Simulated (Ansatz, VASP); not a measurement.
Ga2O3: VASP beside Ansatz

Contents of INCAR:

```
ALGO = Normal ; EDIFF = 1E-6
ENCUT = 520 ; GGA = PE
ISIF = 2 ; ISMEAR = 0
LASPH = True ; LCHARG = False
LREAL = False ; LWAVE = False
NBANDS = 55 ; NELM = 60
PREC = Accurate ; SIGMA = 0.05
```

The input KPOINTS:

```
k-points
0
Gamma
  6 6 6
```

File POSCAR:

```
Ga2O3
1.0
    2.6551607838      1.5329577933      4.6545610942
   -2.6551607838      1.5329577933      4.6545610942
    0.0000000000     -3.0659155866      4.6545610941
Ga O
4 6
Direct
    0.3558687539      0.3558687539      0.3558687539
    0.1441312461      0.1441312461      0.1441312461
    0.6441312461      0.6441312461      0.6441312461
    0.8558687539      0.8558687539      0.8558687539
    0.5531733332      0.9468266668      0.2500000000
    0.2500000000      0.5531733332      0.9468266668
    0.9468266668      0.2500000000      0.5531733332
    0.4468266668      0.0531733332      0.7500000000
    0.7500000000      0.4468266668      0.0531733332
    0.0531733332      0.7500000000      0.4468266668
```

Input for Ansatz:

```yaml
crystal:
  lattice:
    - [2.6551607838, 1.5329577933, 4.6545610942]
    - [-2.6551607838, 1.5329577933, 4.6545610942]
    - [0.0, -3.0659155866, 4.6545610941]
  atoms:
    - { symbol: Ga, position: [0.3558687539, 0.3558687539, 0.3558687539] }
    - { symbol: Ga, position: [0.1441312461, 0.1441312461, 0.1441312461] }
    - { symbol: Ga, position: [0.6441312461, 0.6441312461, 0.6441312461] }
    - { symbol: Ga, position: [0.8558687539, 0.8558687539, 0.8558687539] }
    - { symbol: O, position: [0.5531733332, 0.9468266668, 0.25] }
    - { symbol: O, position: [0.25, 0.5531733332, 0.9468266668] }
    - { symbol: O, position: [0.9468266668, 0.25, 0.5531733332] }
    - { symbol: O, position: [0.4468266668, 0.0531733332, 0.75] }
    - { symbol: O, position: [0.75, 0.4468266668, 0.0531733332] }
    - { symbol: O, position: [0.0531733332, 0.75, 0.4468266668] }
basis:
  ecutwfc: 420
kpoints:
  mp_grid: { grid: [6, 6, 6] }
hamiltonian:
  xc: pbe
scf:
  occupations: { method: gaussian, width: 0.05 }
output:
  forces: true
  stress: true
  eigenvalues: true
```

Change from the starting cell: strain +0.050 along x and y, +0.025 along z, atoms carried along.

Alike in both runs: task single point; functional PBE; k mesh 6 × 6 × 6; occupations gaussian, width 0.05 eV; no spin polarisation.

```csv
,VASP,Ansatz
version,VASP 6.6.1,Ansatz 0.2.0
potentials or method,"VASP PAW PBE potentials, release 64 (Ga_d, O), cutoff 520 eV","scalar-relativistic, plane waves, PAW"
valence electrons in the cell,88,88
```

|  | VASP | Ansatz | Ansatz less VASP |
| --- | --- | --- | --- |
| gap on the k mesh at the Fermi level (eV) | 1.18 | 1.19 | +0.011 |
| least direct gap on the mesh (eV) | 1.38 | 1.39 | +0.010 |
| pressure (GPa) | -18.0 | -18.7 | -0.71 |
| traceless stress, the component that is largest in VASP (GPa) | 4.86 | 4.97 | +0.108 |
| rms of the force components (eV/Å) | 0.027 | 0.026 | -0.0013 |

Atom by atom the forces differ by 0.003 eV/Å (rms over components).
